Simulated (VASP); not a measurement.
# NaCl (Fm-3m) in VASP: a series of runs

Runs on NaCl. Level: r2SCAN. Tasks: single point, relaxation of cell and atoms.

Program: VASP 6.6.1. These are calculated values, not measurements. Logs are shortened: lines on timing, memory, paths and dates and some standing lists are left out, and cuts for length are marked.

## (1) The cell of the first run

It takes space group Fm-3m (No. 225, cubic). Conventional cell: a = 5.168 Å, b = 5.168 Å, c = 5.168 Å, α = 90.00°, β = 90.00°, γ = 90.00°. Within 3.4 Å of Na (site symmetry m-3m) lie 6 Cl at 2.58 Å. Cl (site symmetry m-3m) has 6 Na at 2.58 Å within 3.4 Å.

## (2) Single point, r2SCAN

The input, POSCAR:

```
NaCl
1.0
    0.0000000000      2.5842125355      2.5842125355
    2.5842125355      0.0000000000      2.5842125355
    2.5842125355      2.5842125355      0.0000000000
Na Cl
1 1
Direct
    0.0000000000      0.0000000000      0.0000000000
    0.5000000000      0.5000000000      0.5000000000
```

The input, INCAR.step1:

```
SYSTEM = NaCl
  PREC = Accurate
  ENCUT = 520
  ISMEAR = 0
  SIGMA = 0.02
  LREAL = .False.
  LASPH = .True.
  NELM = 100
  NBANDS = 14
  GGA = PE
  ALGO = Normal
  EDIFF = 1E-4
  LWAVE = .True.
  LCHARG = .False.
```

The input, INCAR.step2:

```
SYSTEM = NaCl
  PREC = Accurate
  ENCUT = 520
  EDIFF = 1E-6
  ISMEAR = 0
  SIGMA = 0.02
  LREAL = .False.
  LASPH = .True.
  NELM = 100
  ALGO = Normal
  ISIF = 2
  LWAVE = .False.
  LCHARG = .False.
  METAGGA = R2SCAN
  LMIXTAU = .True.
  NBANDS = 14
  ISTART = 1
```

The input, KPOINTS:

```
regular mesh
0
Gamma
  8 8 8
  0 0 0
```

Potentials or basis: VASP PAW PBE potentials, release 64 (Na_pv, Cl).

Command:

```bash
$ cat potpaw_PBE.64/Na_pv/POTCAR potpaw_PBE.64/Cl/POTCAR > POTCAR
$ cp INCAR.step1 INCAR
$ mpirun -np 1 vasp_std > vasp.out
$ cp INCAR.step2 INCAR
$ mpirun -np 1 vasp_std > vasp.out
```

OUTCAR:

```text
SYSTEM = NaCl
   PREC = Accurate
   ENCUT = 520
   EDIFF = 1E-6
   ISMEAR = 0
   LREAL = .False.
   LASPH = .True.
   NELM = 100
   ISIF = 2
   METAGGA = R2SCAN
   ISTART = 1

 ion  position               nearest neighbor table
   1  0.000  0.000  0.000-   2 2.58   2 2.58   2 2.58   2 2.58   2 2.58   2 2.58
   2  0.500  0.500  0.500-   1 2.58   1 2.58   1 2.58   1 2.58   1 2.58   1 2.58

  LATTYP: Found a face centered cubic cell.
 ALAT       =     5.1684250710

  Lattice vectors:

 A1 = (   0.0000000000,   2.5842125355,   2.5842125355)
 A2 = (   2.5842125355,   0.0000000000,   2.5842125355)
 A3 = (   2.5842125355,   2.5842125355,   0.0000000000)

Analysis of symmetry for initial positions (statically):
=====================================================================
 Subroutine PRICEL returns:
 Original cell was already a primitive cell.

 Routine SETGRP: Setting up the symmetry group for a
 face centered cubic supercell.

 Subroutine GETGRP returns: Found 48 space group operations
 (whereof 48 operations were pure point group operations)
 out of a pool of 48 trial point group operations.

The static configuration has the point symmetry O_h .

Analysis of symmetry for dynamics (positions and initial velocities):
=====================================================================
 Subroutine PRICEL returns:
 Original cell was already a primitive cell.

 Routine SETGRP: Setting up the symmetry group for a
 face centered cubic supercell.

 Subroutine GETGRP returns: Found 48 space group operations
 (whereof 48 operations were pure point group operations)
 out of a pool of 48 trial point group operations.

The dynamic configuration has the point symmetry O_h .

 Subroutine INISYM returns: Found 48 space group operations
 (whereof 48 operations are pure point group operations),
 and found     1 'primitive' translations

----------------------------------------------------------------------------------------

                                     Primitive cell

  volume of cell :      34.5155

  direct lattice vectors                    reciprocal lattice vectors
     0.000000000  2.584212535  2.584212535    -0.193482538  0.193482538  0.193482538
     2.584212535  0.000000000  2.584212535     0.193482538 -0.193482538  0.193482538
     2.584212535  2.584212535  0.000000000     0.193482538  0.193482538 -0.193482538

  length of vectors
     3.654628416  3.654628416  3.654628416     0.335121586  0.335121586  0.335121586

  position of ions in fractional coordinates (direct lattice)
     0.000000000  0.000000000  0.000000000
     0.500000000  0.500000000  0.500000000

  ion indices of the primitive-cell ions
   primitive index   ion index
                 1           1
                 2           2

----------------------------------------------------------------------------------------

 KPOINTS: regular mesh

Automatic generation of k-mesh.
 Grid dimensions read from file:
 generate k-points for:    8    8    8

 Generating k-lattice:

  Cartesian coordinates                     Fractional coordinates (reciprocal lattice)
    -0.024185317  0.024185317  0.024185317     0.125000000  0.000000000  0.000000000
     0.024185317 -0.024185317  0.024185317     0.000000000  0.125000000  0.000000000
     0.024185317  0.024185317 -0.024185317     0.000000000  0.000000000  0.125000000

  Length of vectors
     0.041890198  0.041890198  0.041890198

  Shift w.r.t. Gamma in fractional coordinates (k-lattice)
     0.000000000  0.000000000  0.000000000

 Subroutine IBZKPT returns following result:
 ===========================================

 Found     29 irreducible k-points:

 Following reciprocal coordinates:
            Coordinates               Weight
  0.000000  0.000000  0.000000      1.000000
  0.125000  0.000000  0.000000      8.000000
  0.250000  0.000000  0.000000      8.000000
  0.375000  0.000000  0.000000      8.000000
  0.500000  0.000000  0.000000      4.000000
  0.125000  0.125000  0.000000      6.000000
[... 16 lines left out ...]
  0.500000  0.250000  0.125000     48.000000
 -0.375000  0.250000  0.125000     24.000000
 [... further k-points ...]
   k-points           NKPTS =     29   k-points in BZ     NKDIM =     29   number of bands    NBANDS=     14
   number of dos      NEDOS =    301   number of ions     NIONS =      2
   total plane-waves  NPLWV =  21952
   dimension x,y,z NGX =    28 NGY =   28 NGZ =   28
   dimension x,y,z NGXF=    56 NGYF=   56 NGZF=   56
   ions per type =               1   1
   NGX,Y,Z   is equivalent  to a cutoff of  12.74, 12.74, 12.74 a.u.
   NGXF,Y,Z  is equivalent  to a cutoff of  25.47, 25.47, 25.47 a.u.
 SYSTEM =  NaCl
   PREC   = accura    normal or accurate (medium, high low for compatibility)
   ISTART =      1    job   : 0-new  1-cont  2-samecut
   ICHARG =      0    charge: 1-file 2-atom 10-const
   ISPIN  =      1    spin polarized calculation?
   LNONCOLLINEAR =      F non collinear calculations
   LSORBIT =      F    spin-orbit coupling
   LASPH  =      T    aspherical Exc in radial PAW
   ENCUT  =  520.0 eV  38.22 Ry    6.18 a.u.   6.80  6.80  6.80*2*pi/ulx,y,z
   NELM   =    100;   NELMIN=  2; NELMDL=  0     # of ELM steps
   EDIFF  = 0.1E-05   stopping-criterion for ELM
   LREAL  =      F    real-space projection
   EDIFFG = 0.1E-04   stopping-criterion for IOM
   NSW    =      0    number of steps for IOM
   IBRION =     -1    ionic relax: 0-MD 1-quasi-New 2-CG
   NFREE  =      0    steps in history (QN), initial steepest desc. (CG)
   ISIF   =      2    stress and relaxation
   ISYM   =      2    0-nonsym 1-usesym 2-fastsym
   POTIM  = 0.5000    time-step for ionic-motion
   TEBEG  =    0.0;   TEEND  =   0.0 temperature during run
   PSTRESS=    0.0 pullay stress
   NELECT =      14.0000    total number of electrons
   NUPDOWN=      -1.0000    fix difference up-down
   EMIN   =  10.00;   EMAX   =-10.00  energy-range for DOS
   EFERMI =   0.00;   METHOD = LEGACY
   ISMEAR =     0;   SIGMA  =   0.02  broadening in eV -4-tet -1-fermi 0-gaus
   EFERMI_NEDOS =   21; number of points for ismear=-14 and -15
   IALGO  =     38    algorithm
   IMIX   =      4    mixing-type and parameters
     AMIX     =   0.40;   BMIX     =  1.00
     AMIX_MAG =   1.60;   BMIX_MAG =  1.00
  volume/ion in A,a.u.               =      17.26       116.46
  Fermi-wavevector in a.u.,A,eV,Ry     =   1.211842  2.290049 19.980981  1.468561
  Thomas-Fermi vector in A             =   2.347345
   LORBIT       =      0    0 simple, 1 ext, 2 COOP (PROOUT), +10 PAW based schemes
   METAGGA = R2SCAN    functional components
   LHFCALC =     F    Hartree Fock is set to
   AEXX    =    0.0000 exact exchange contribution
   IVDW    =     0    specifies the selected vdW correction
   LEPSILON=     F    determine dielectric tensor
   LRPA    =     F    only Hartree local field effects (RPA)
 non-spin polarized calculation
 Gauss-broadening in eV      SIGMA  =   0.02
  energy-cutoff  :      520.00
  volume of cell :       34.52
 maximum number of plane-waves:       950
   NGX = 13   NGY = 13   NGZ = 13

 number of electron      14.0000011 magnetization

 Free energy of the ion-electron system (eV)
  ---------------------------------------------------
  ext. energy  EPLUGINS =         0.00000000
  ---------------------------------------------------
  free energy    TOTEN  =       -13.52593200 eV

  energy without entropy =      -13.52593200  energy(sigma->0) =      -13.52593200

 E-fermi :   0.7437     XC(G=0):  -9.9238

 val. band max:        0.6597622634   @ k =   0.0000   0.0000   0.0000
 cond. band min:       7.9094803251   @ k =   0.0000   0.0000   0.0000
 fundamental gap:      7.2497180617
 Fermi energy:         0.7436739733

 k-point     1 :       0.0000    0.0000    0.0000
  band No.  band energies     occupation
      1     -20.5263      2.00000
      2     -20.5258      2.00000
      3     -20.5258      2.00000
      4     -13.3384      2.00000
      5       0.6597      2.00000
      6       0.6598      2.00000
      7       0.6598      2.00000
      8       7.9095      0.00000
      9      12.5445      0.00000
     10      12.5445      0.00000
     11      12.5445      0.00000
     12      15.1731      0.00000
     13      15.1731      0.00000
     14      17.3629      0.00000

 k-point     2 :       0.1250    0.0000    0.0000
  band No.  band energies     occupation
      1     -20.5407      2.00000
      2     -20.5269      2.00000
      3     -20.5265      2.00000
      4     -13.2402      2.00000
      5       0.1288      2.00000
      6       0.5840      2.00000
      7       0.5841      2.00000
      8       8.4940      0.00000
      9      12.0676      0.00000
     10      12.8284      0.00000
     11      12.8286      0.00000
     12      15.0537      0.00000
     13      15.0537      0.00000
     14      18.6127      0.00000

 k-point     3 :       0.2500    0.0000    0.0000
  band No.  band energies     occupation
      1     -20.5757      2.00000
      2     -20.5286      2.00000
      3     -20.5282      2.00000
      4     -12.9925      2.00000
      5      -0.9463      2.00000
      6       0.4095      2.00000
      7       0.4095      2.00000
      8       9.2405      0.00000
      9      12.1434      0.00000
     10      13.1924      0.00000
     11      13.1928      0.00000
     12      15.4259      0.00000
     13      15.4261      0.00000
     14      19.5656      0.00000
[... 324 lines left out ...]
 k-point    23 :       0.5000    0.2500    0.1250
  band No.  band energies     occupation
      1     -20.5954      2.00000
      2     -20.5475      2.00000
      3     -20.5349      2.00000
      4     -12.6467      2.00000
      5      -1.6387      2.00000
      6      -0.4314      2.00000
      7       0.0505      2.00000
      8      10.3867      0.00000
      9      11.8697      0.00000
     10      12.3222      0.00000
     11      14.3878      0.00000
     12      16.3490      0.00000
     13      19.4836      0.00000
     14      19.8683      0.00000

 k-point    24 :      -0.3750    0.2500    0.1250
  band No.  band energies     occupation
      1     -20.6019      2.00000
      2     -20.5486      2.00000
      3     -20.5373      2.00000
      4     -12.5641      2.00000
      5      -1.8280      2.00000
      6      -0.5571      2.00000
      7      -0.0302      2.00000
      8      10.3255      0.00000
      9      11.8103      0.00000
     10      13.1645      0.00000
     11      14.1770      0.00000
     12      17.2246      0.00000
     13      19.2105      0.00000
     14      19.9322      0.00000

 [... further k-points ...]
[... 5 lines left out ...]
  --------------------------------------------------------------------------------------
  -------------------------------------------------------------------------------------
  Total        2.5192800      2.5192800      2.5192800      0.0000000     -0.0000000      0.0000000
  in kB      116.9424919    116.9424919    116.9424919      0.0000000     -0.0000000      0.0000000
  external PRESSURE =     116.9424919 kB  Pullay stress =       0.0000000 kB

 VOLUME and BASIS-vectors are now :
 -----------------------------------------------------------------------------
  energy-cutoff  :      520.00
  volume of cell :       34.52
      direct lattice vectors                 reciprocal lattice vectors
     0.000000000  2.584212535  2.584212535    -0.193482538  0.193482538  0.193482538
     2.584212535  0.000000000  2.584212535     0.193482538 -0.193482538  0.193482538
     2.584212535  2.584212535  0.000000000     0.193482538  0.193482538 -0.193482538

 POSITION                                       TOTAL-FORCE (eV/Angst)
 -----------------------------------------------------------------------------------
      0.00000      0.00000      0.00000         0.000000      0.000000      0.000000
      2.58421      2.58421      2.58421        -0.000000     -0.000000     -0.000000
 -----------------------------------------------------------------------------------
    total drift:                                0.000000      0.000000      0.000000

  FREE ENERGIE OF THE ION-ELECTRON SYSTEM (eV)
  ---------------------------------------------------
  free  energy   TOTEN  =       -13.5259319994 eV

  energy  without entropy=      -13.5259319994  energy(sigma->0) =      -13.52593200
```

Wall time 73 s (1 thread of Intel Xeon 8259CL, shared host); peak memory 0.16 GiB.

What came out:

```
Free energy            : -13.5259 eV
Pressure               : 11.7 GPa
Band gap on the k mesh : 7.25 eV
```

Caveat: the cell stands under pressure; the PAW data sets were made with another functional, which shifts forces and pressure a little. r2SCAN opens gaps a little over a GGA but as a rule still falls short of measured ones.

(Continued in part 2 of 2.)
